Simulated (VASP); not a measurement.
# HfO2 (I4/mmm) in VASP: a series of runs

Runs on HfO2. Level: r2SCAN. Tasks: single point.

All numbers are computed with VASP 6.6.1; they aren't measurements. Logs are shortened: lines on timing, memory, paths and dates and some standing lists are left out, and cuts for length are marked.

## Step 1: The cell of the first run

Symmetry: I4/mmm, No. 139, tetragonal system. The conventional cell has a = 3.648 Å, b = 3.648 Å, c = 5.025 Å, α = 90.00°, β = 90.00°, γ = 90.00°. Within 2.9 Å of Hf (site symmetry 4/mmm) lie 8 O at 2.21 Å. O (site symmetry -4m2) has 4 Hf at 2.21 Å and 6 O at 2.51 to 2.58 Å within 2.9 Å.

## Step 2: Single point, r2SCAN, non-collinear spin, zero start, spin-orbit coupling (epitaxial xy strain +2.0%)

The input, POSCAR:

```
HfO2
1.0
    0.0000000000      2.5797659657      2.5125931651
    2.5797659657      0.0000000000      2.5125931651
    2.5797659657      2.5797659657      0.0000000000
Hf O
1 2
Direct
    0.0000000000      0.0000000000      0.0000000000
    0.2500000000      0.2500000000      0.2500000000
    0.7500000000      0.7500000000      0.7500000000
```

The input, INCAR.step1:

```
ALGO     = Normal         # electronic algorithm
EDIFF    = 1E-4           # SCF threshold, eV
ENCUT    = 520            # plane-wave cutoff, eV
GGA      = PE             # functional
GGA_COMPAT= F            
ISMEAR   = 0              # smearing method
LASPH    = T              # aspherical terms in the spheres
LCHARG   = F              # write CHGCAR
LMAXMIX  = 4              # l up to which the mixer works
LREAL    = F              # projectors in reciprocal space
LSORBIT  = T              # spin-orbit coupling
LWAVE    = T              # write WAVECAR
MAGMOM   = 0 0 0 0 0 0 0 0 0 # initial moments
NBANDS   = 35             # bands
NELM     = 150            # most SCF steps
PREC     = Accurate       # precision mode
SIGMA    = 0.01           # smearing width, eV
```

The input, INCAR.step2:

```
ALGO     = Normal         # electronic algorithm
EDIFF    = 1E-6           # SCF threshold, eV
ENCUT    = 520            # plane-wave cutoff, eV
GGA_COMPAT= F            
ISIF     = 2              # what is computed and relaxed
ISMEAR   = 0              # smearing method
ISTART   = 1            
LASPH    = T              # aspherical terms in the spheres
LCHARG   = T              # write CHGCAR
LMAXMIX  = 4              # l up to which the mixer works
LMIXTAU  = T            
LORBIT   = 11             # projections on sites
LORBMOM  = T            
LREAL    = F              # projectors in reciprocal space
LSORBIT  = T              # spin-orbit coupling
LVHAR    = T            
LWAVE    = F              # write WAVECAR
MAGMOM   = 0 0 0 0 0 0 0 0 0 # initial moments
METAGGA  = R2SCAN         # meta-GGA
NBANDS   = 35             # bands
NELM     = 150            # most SCF steps
PREC     = Accurate       # precision mode
SIGMA    = 0.01           # smearing width, eV
```

The input, KPOINTS:

```
k-points
0
Gamma
  8 8 8
```

Potentials or basis: VASP PAW PBE potentials, release 64 (Hf_pv, O).

Started as:

```bash
$ cat potpaw_PBE.64/Hf_pv/POTCAR potpaw_PBE.64/O/POTCAR > POTCAR
$ cp INCAR.step1 INCAR
$ mpirun -np 1 vasp_ncl > vasp.out
$ cp INCAR.step2 INCAR
$ mpirun -np 1 vasp_ncl > vasp.out
```

OUTCAR:

```text
EDIFF = 1E-6
   ENCUT = 520
   ISIF = 2
   ISMEAR = 0
   ISTART = 1
   LASPH = T
   LORBIT = 11
   LREAL = F
   LSORBIT = T
   METAGGA = R2SCAN
   NELM = 150
   PREC = Accurate

 ion  position               nearest neighbor table
   1  0.000  0.000  0.000-   3 2.21   3 2.21   3 2.21   2 2.21   3 2.21   2 2.21   2 2.21   2 2.21

   2  0.250  0.250  0.250-   1 2.21   1 2.21   1 2.21   1 2.21
   3  0.750  0.750  0.750-   1 2.21   1 2.21   1 2.21   1 2.21

  LATTYP: Found a body centered tetragonal cell.
 ALAT       =     3.6483400164
 C/A-ratio  =     1.3773898013

  Lattice vectors:

 A1 = (   0.0000000000,  -2.5797659657,  -2.5125931651)
 A2 = (   0.0000000000,   2.5797659657,  -2.5125931651)
 A3 = (   2.5797659657,   0.0000000000,   2.5125931651)

Analysis of symmetry for initial positions (statically):
=====================================================================
 Subroutine PRICEL returns:
 Original cell was already a primitive cell.

 Routine SETGRP: Setting up the symmetry group for a
 body centered tetragonal supercell.

 Subroutine GETGRP returns: Found 16 space group operations
 (whereof 16 operations were pure point group operations)
 out of a pool of 16 trial point group operations.

The static configuration has the point symmetry D_4h.

Analysis of symmetry for dynamics (positions and initial velocities):
=====================================================================
 Subroutine PRICEL returns:
 Original cell was already a primitive cell.

 Routine SETGRP: Setting up the symmetry group for a
 body centered tetragonal supercell.

 Subroutine GETGRP returns: Found 16 space group operations
 (whereof 16 operations were pure point group operations)
 out of a pool of 16 trial point group operations.

The dynamic configuration has the point symmetry D_4h.

Analysis of structural, dynamic, and magnetic symmetry:
=====================================================================
 Subroutine PRICEL returns:
 Original cell was already a primitive cell.

 Routine SETGRP: Setting up the symmetry group for a
 body centered tetragonal supercell.

 Subroutine GETGRP returns: Found 16 space group operations
 (whereof 16 operations were pure point group operations)
 out of a pool of 16 trial point group operations.

The overall configuration has the point symmetry D_4h.

 Subroutine INISYM returns: Found 16 space group operations
 (whereof 16 operations are pure point group operations),
[... 1069 lines left out ...]
      0.00000      0.00000      0.00000        -0.000000      0.000000      0.000000
      1.28988      1.28988      1.25630         0.000000      0.000000     -0.000000
      3.86965      3.86965      3.76889        -0.000000     -0.000000     -0.000000
 -----------------------------------------------------------------------------------
    total drift:                                0.000000      0.000000      0.000000

  FREE ENERGIE OF THE ION-ELECTRON SYSTEM (eV)
  ---------------------------------------------------
  free  energy   TOTEN  =       -69.0714098896 eV

  energy  without entropy=      -69.0714098896  energy(sigma->0) =      -69.07140989

 orbital moment (x)

 # of ion     p       d       tot
 ----------------------------------------
  1         0.000   0.000   0.000
  2        -0.000   0.000  -0.000
  3        -0.000   0.000  -0.000
 ----------------------------------------
           -0.000   0.000  -0.000

 orbital moment (y)

 # of ion     p       d       tot
 ----------------------------------------
  1         0.000   0.000   0.000
  2        -0.000   0.000  -0.000
  3        -0.000   0.000  -0.000
 ----------------------------------------
           -0.000   0.000   0.000

 orbital moment (z)

 # of ion     p       d       tot
 ----------------------------------------
  1         0.000   0.000   0.000
  2         0.000   0.000   0.000
  3        -0.000   0.000  -0.000
 ----------------------------------------
           -0.000   0.000  -0.000

 Spin-Orbit-Coupling matrix elements

 Ion:    1  E_soc:     -1.1892351
 l=   1
     0.0000000    -0.1947996    -0.1945412
    -0.1947996     0.0000000    -0.1947996
    -0.1945412    -0.1947996     0.0000000
 l=   2
     0.0000000    -0.0008712     0.0000000    -0.0008712    -0.0026070
    -0.0008712     0.0000000    -0.0019725    -0.0008706    -0.0006561
     0.0000000    -0.0019725     0.0000000    -0.0019725     0.0000000
    -0.0008712    -0.0008706    -0.0019725     0.0000000    -0.0006561
    -0.0026070    -0.0006561     0.0000000    -0.0006561     0.0000000
 l=   3
     0.0000000     0.0000000     0.0000000     0.0000000     0.0000000     0.0000000     0.0000000
     0.0000000     0.0000000     0.0000000     0.0000000     0.0000000     0.0000000     0.0000000
     0.0000000     0.0000000     0.0000000     0.0000000     0.0000000     0.0000000     0.0000000
     0.0000000     0.0000000     0.0000000     0.0000000     0.0000000     0.0000000     0.0000000
[... 29 lines left out ...]
 l=   2
     0.0000000     0.0000000     0.0000000     0.0000000     0.0000000
     0.0000000     0.0000000     0.0000000     0.0000000     0.0000000
     0.0000000     0.0000000     0.0000000     0.0000000     0.0000000
     0.0000000     0.0000000     0.0000000     0.0000000     0.0000000
     0.0000000     0.0000000     0.0000000     0.0000000     0.0000000
 l=   3
     0.0000000     0.0000000     0.0000000     0.0000000     0.0000000     0.0000000     0.0000000
     0.0000000     0.0000000     0.0000000     0.0000000     0.0000000     0.0000000     0.0000000
     0.0000000     0.0000000     0.0000000     0.0000000     0.0000000     0.0000000     0.0000000
     0.0000000     0.0000000     0.0000000     0.0000000     0.0000000     0.0000000     0.0000000
     0.0000000     0.0000000     0.0000000     0.0000000     0.0000000     0.0000000     0.0000000
     0.0000000     0.0000000     0.0000000     0.0000000     0.0000000     0.0000000     0.0000000
     0.0000000     0.0000000     0.0000000     0.0000000     0.0000000     0.0000000     0.0000000

 total charge

# of ion       s       p       d       tot
------------------------------------------
    1        0.288   6.583   1.280   8.151
    2        1.565   3.563   0.000   5.128
    3        1.565   3.563   0.000   5.128
--------------------------------------------------
tot          3.419  13.709   1.280  18.408

 magnetization (x)

# of ion       s       p       d       tot
------------------------------------------
    1        0.000   0.000   0.000   0.000
    2       -0.000  -0.000   0.000  -0.000
    3       -0.000  -0.000   0.000  -0.000
--------------------------------------------------
tot         -0.000  -0.000   0.000  -0.000

 magnetization (y)

# of ion       s       p       d       tot
------------------------------------------
    1        0.000   0.000   0.000   0.000
    2        0.000   0.000   0.000   0.000
    3        0.000   0.000   0.000   0.000
--------------------------------------------------
tot          0.000   0.000   0.000   0.000

 magnetization (z)

# of ion       s       p       d       tot
------------------------------------------
    1       -0.000  -0.000   0.000  -0.000
    2        0.000   0.000   0.000   0.000
    3        0.000   0.000   0.000   0.000
--------------------------------------------------
tot         -0.000  -0.000   0.000  -0.000
```

OUTCAR.step1:

```text
EDIFF = 1E-4
   ENCUT = 520
   GGA = PE
   ISMEAR = 0
   LASPH = T
   LREAL = F
   LSORBIT = T
[... 1201 lines left out ...]
     0.0000000     0.0000000     0.0000000     0.0000000     0.0000000     0.0000000     0.0000000
     0.0000000     0.0000000     0.0000000     0.0000000     0.0000000     0.0000000     0.0000000
     0.0000000     0.0000000     0.0000000     0.0000000     0.0000000     0.0000000     0.0000000
     0.0000000     0.0000000     0.0000000     0.0000000     0.0000000     0.0000000     0.0000000
     0.0000000     0.0000000     0.0000000     0.0000000     0.0000000     0.0000000     0.0000000
     0.0000000     0.0000000     0.0000000     0.0000000     0.0000000     0.0000000     0.0000000

=======================================================================

 ========================================================
```

OSZICAR.step1:

```text
N       E                     dE             d eps       ncg     rms          rms(c)
DAV:   1     0.112154528014E+03    0.11215E+03   -0.12120E+04  4130   0.125E+03
DAV:   2    -0.299601682701E+02   -0.14211E+03   -0.13594E+03  5208   0.328E+02
DAV:   3    -0.366398469265E+02   -0.66797E+01   -0.66405E+01  4970   0.612E+01
DAV:   4    -0.366960425468E+02   -0.56196E-01   -0.56166E-01  4939   0.614E+00
DAV:   5    -0.366966907692E+02   -0.64822E-03   -0.64818E-03  4976   0.598E-01    0.510E+01
DAV:   6    -0.309650553924E+02    0.57316E+01   -0.16184E+01  4300   0.341E+01    0.426E+01
DAV:   7    -0.308750315337E+02    0.90024E-01   -0.93804E-01  4827   0.766E+00    0.301E+01
DAV:   8    -0.308497451620E+02    0.25286E-01   -0.24683E-01  4442   0.464E+00    0.118E+01
DAV:   9    -0.308406778969E+02    0.90673E-02   -0.18450E-02  4885   0.109E+00    0.291E+00
DAV:  10    -0.308356060023E+02    0.50719E-02   -0.13010E-02  4415   0.964E-01    0.148E+00
DAV:  11    -0.308358025835E+02   -0.19658E-03   -0.90256E-04  4666   0.264E-01    0.931E-02
DAV:  12    -0.308358400298E+02   -0.37446E-04   -0.36840E-05  3108   0.516E-02
   1 F= -.30835840E+02 E0= -.30835840E+02  d E =-.489922-113  mag=     0.0000    -0.0000     0.0000
```

It took 15 min on 1 thread of Intel Xeon Platinum 8488C (Sapphire Rapids), shared host; peak memory 0.34 GiB.

What came out:

- Free energy: -69.0714 eV
- Pressure: -11.8 GPa
- Net moment: 0.00 μB per cell
- Valence electrons inside the program's atomic spheres: Hf 8.15; O 5.13

Stress tensor (GPa, compression positive):
```
-15.98   0.00   0.00
  0.00 -15.98   0.00
  0.00   0.00  -3.40
```

Moments on the atoms (μB; x, y, z):
```
Hf  0.00 0.00 0.00
O   0.00 0.00 0.00
O   0.00 0.00 0.00
```

Caveat: the cell differs from its parent crystal (epitaxial xy strain +2.0%); the PAW data sets were made with another functional, which shifts forces and pressure a little.

## Step 3: Single point, r2SCAN, non-collinear spin, zero start, spin-orbit coupling (epitaxial xy strain -3.0%)

The input, POSCAR:

```
HfO2
1.0
    0.0000000000      2.4533068497      2.5593117769
    2.4533068497      0.0000000000      2.5593117769
    2.4533068497      2.4533068497      0.0000000000
Hf O
1 2
Direct
    0.0000000000      0.0000000000      0.0000000000
    0.2500000000      0.2500000000      0.2500000000
    0.7500000000      0.7500000000      0.7500000000
```

The input, INCAR.step1:

```
ALGO = Normal
EDIFF = 1E-4
ENCUT = 520
GGA = PE
GGA_COMPAT = False
ISMEAR = 0
LASPH = True
LCHARG = False
LMAXMIX = 4
LNONCOLLINEAR = True
LREAL = False
LSORBIT = True
LWAVE = True
MAGMOM = 0 0 0 0 0 0 0 0 0
NBANDS = 35
NELM = 150
PREC = Accurate
SIGMA = 0.01
```

The input, INCAR.step2:

```
ALGO = Normal
EDIFF = 1E-6
ENCUT = 520
GGA_COMPAT = False
ISIF = 2
ISMEAR = 0
ISTART = 1
LASPH = True
LCHARG = True
LMAXMIX = 4
LMIXTAU = True
LNONCOLLINEAR = True
LORBIT = 11
LORBMOM = True
LREAL = False
LSORBIT = True
LVHAR = True
LWAVE = False
MAGMOM = 0 0 0 0 0 0 0 0 0
METAGGA = R2SCAN
NBANDS = 35
NELM = 150
PREC = Accurate
SIGMA = 0.01
```

KPOINTS is that of step 2.

Potentials or basis: VASP PAW PBE potentials, release 64 (Hf_pv, O).

Started as:

```bash
$ cat potpaw_PBE.64/Hf_pv/POTCAR potpaw_PBE.64/O/POTCAR > POTCAR
$ cp INCAR.step1 INCAR
$ mpirun -np 1 vasp_ncl > vasp.out
$ cp INCAR.step2 INCAR
$ mpirun -np 1 vasp_ncl > vasp.out
```

Wall time 19 min (1 thread of Oxide Virtual Turin-like, shared host); peak memory 0.31 GiB.

The run converged. Its results:

```yaml
Free_energy: -69.0531 eV
Pressure: 10.6 GPa
Net_moment: 0.00 μB per cell
Valence_electrons_inside_the_program's_atomic_spheres: Hf 8.41; O 5.19
```

Stress tensor (GPa, compression positive):
```
18.12  0.00  0.00
 0.00 18.12  0.00
 0.00  0.00 -4.50
```

Moments on the atoms (μB; x, y, z):
```
Hf  0.00 0.00 0.00
O   0.00 0.00 0.00
O   0.00 0.00 0.00
```

Caveat: the cell differs from its parent crystal (epitaxial xy strain -3.0%); the PAW data sets were made with another functional, which shifts forces and pressure a little.

## Step 4: Single point, r2SCAN, non-collinear spin, zero start, spin-orbit coupling (epitaxial xy strain -2.0%)

The input, POSCAR:

```
HfO2
1.0
    0.0000000000      2.4785986729      2.5486393278
    2.4785986729      0.0000000000      2.5486393278
    2.4785986729      2.4785986729      0.0000000000
Hf O
1 2
Direct
    0.0000000000      0.0000000000      0.0000000000
    0.2500000000      0.2500000000      0.2500000000
    0.7500000000      0.7500000000      0.7500000000
```

The input, INCAR.step1:

```
ALGO = Normal ; EDIFF = 1E-4
ENCUT = 520 ; GGA = PE
GGA_COMPAT = F ; ISMEAR = 0
LASPH = T ; LCHARG = F
LMAXMIX = 4 ; LREAL = F
LSORBIT = T ; LWAVE = T
MAGMOM = 0 0 0 0 0 0 0 0 0 ; NBANDS = 35
NELM = 150 ; PREC = Accurate
SIGMA = 0.01
```

The input, INCAR.step2:

```
ALGO = Normal ; EDIFF = 1E-6
ENCUT = 520 ; GGA_COMPAT = F
ISIF = 2 ; ISMEAR = 0
ISTART = 1 ; LASPH = T
LCHARG = T ; LMAXMIX = 4
LMIXTAU = T ; LORBIT = 11
LORBMOM = T ; LREAL = F
LSORBIT = T ; LVHAR = T
LWAVE = F ; MAGMOM = 0 0 0 0 0 0 0 0 0
METAGGA = R2SCAN ; NBANDS = 35
NELM = 150 ; PREC = Accurate
SIGMA = 0.01
```

KPOINTS is that of step 3.

Started as:

```bash
$ cat potpaw_PBE.64/Hf_pv/POTCAR potpaw_PBE.64/O/POTCAR > POTCAR
$ cp INCAR.step1 INCAR
$ mpirun -np 1 vasp_ncl > vasp.out
$ cp INCAR.step2 INCAR
$ mpirun -np 1 vasp_ncl > vasp.out
```

Run time: 17 min. Hardware: 1 thread of Oxide Virtual Turin-like, shared host; peak memory 0.31 GiB.

It converged, with:

| Item | Value |
| --- | --- |
| Free energy | -69.1137 eV |
| Pressure | 5.5 GPa |
| Net moment | 0.00 μB per cell |
| Valence electrons inside the program's atomic spheres | Hf 8.36; O 5.17 |

Stress tensor (GPa, compression positive):
```
10.31  0.00  0.00
 0.00 10.31  0.00
 0.00  0.00 -4.26
```

Moments on the atoms (μB; x, y, z):
```
Hf  0.00 0.00 0.00
O   0.00 0.00 0.00
O   0.00 0.00 0.00
```

Caveat: the cell differs from its parent crystal (epitaxial xy strain -2.0%); the PAW data sets were made with another functional, which shifts forces and pressure a little.

## Step 5: The runs side by side

| cell | pressure (GPa) | moment (μB) |
| --- | --- | --- |
| a = 3.601, b = 3.601, c = 3.648 Å, angles 59.6, 59.6, 60.9°, 3 atoms | -11.8 | 0.00 |
| a = 3.545, b = 3.545, c = 3.469 Å, angles 60.7, 60.7, 58.6°, 3 atoms | 10.6 | 0.00 |
| a = 3.555, b = 3.555, c = 3.505 Å, angles 60.5, 60.5, 59.1°, 3 atoms | 5.5 | 0.00 |

Alike in all rows: task single point; level r2SCAN; potentials or basis VASP PAW PBE potentials, release 64 (Hf_pv, O); spin non-collinear, zero start, SOC; k mesh 8 × 8 × 8; cutoff (eV) 520; smearing gaussian 0.01 eV.

Caveats: the PAW data sets were made with another functional, which shifts forces and pressure a little.

Absolute energies hang on the potentials; compare differences alone.
